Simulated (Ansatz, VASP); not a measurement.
# SrH12Br2O6: VASP beside Ansatz

```
Sr H Br O
1.0
     8.20400    0.00000    0.00000
    -4.10200    7.10487    0.00000
     0.00000    0.00000    4.15900
Sr H Br O
1 12 2 6
Direct
  0.00000 0.00000 0.00000
  0.09586 0.43318 0.90563
  0.56682 0.66268 0.90563
  0.33732 0.90414 0.90563
  0.43318 0.09586 0.09437
  0.66268 0.56682 0.09437
  0.90414 0.33732 0.09437
  0.34467 0.23560 0.51358
  0.76440 0.10907 0.51358
  0.89093 0.65533 0.51358
  0.23560 0.34467 0.48642
  0.10907 0.76440 0.48642
  0.65533 0.89093 0.48642
  0.33333 0.66667 0.58471
  0.66667 0.33333 0.41529
  0.78389 0.00000 0.50000
  0.00000 0.78389 0.50000
  0.21611 0.21611 0.50000
  0.31325 0.00000 0.00000
  0.00000 0.31325 0.00000
  0.68675 0.68675 0.00000
```

Alike in both runs: task electric field gradients; functional r2SCAN; k mesh 3 × 3 × 5; occupations fermi-dirac, width 0.02 eV; no spin polarisation.

```csv
,VASP,Ansatz
version,VASP 6.6.1,Ansatz 0.2.0
potentials or method,"VASP PAW PBE potentials, release 64 (Sr_sv, H, Br, O)","plane-wave PAW, scalar-relativistic"
plane-wave cutoff (eV),520,500
valence electrons in the cell,72,72
```

```tsv
	VASP	Ansatz	Ansatz less VASP
gap on the k mesh at the Fermi level (eV)	4.77	4.77	-0.003
pressure (GPa)	-1.2	-1.3	-0.07
traceless stress, the component that is largest in VASP (GPa)	0.55	0.78	+0.234
rms of the force components (eV/Å)	0.184	0.242	+0.0577
size of Vzz on the site where it differs most (V/Å²)	149.6	152.9	+3.26
```

VASP's potentials were made for PBE, not for r2SCAN. Atom by atom the forces differ by 0.064 eV/Å (rms over components).
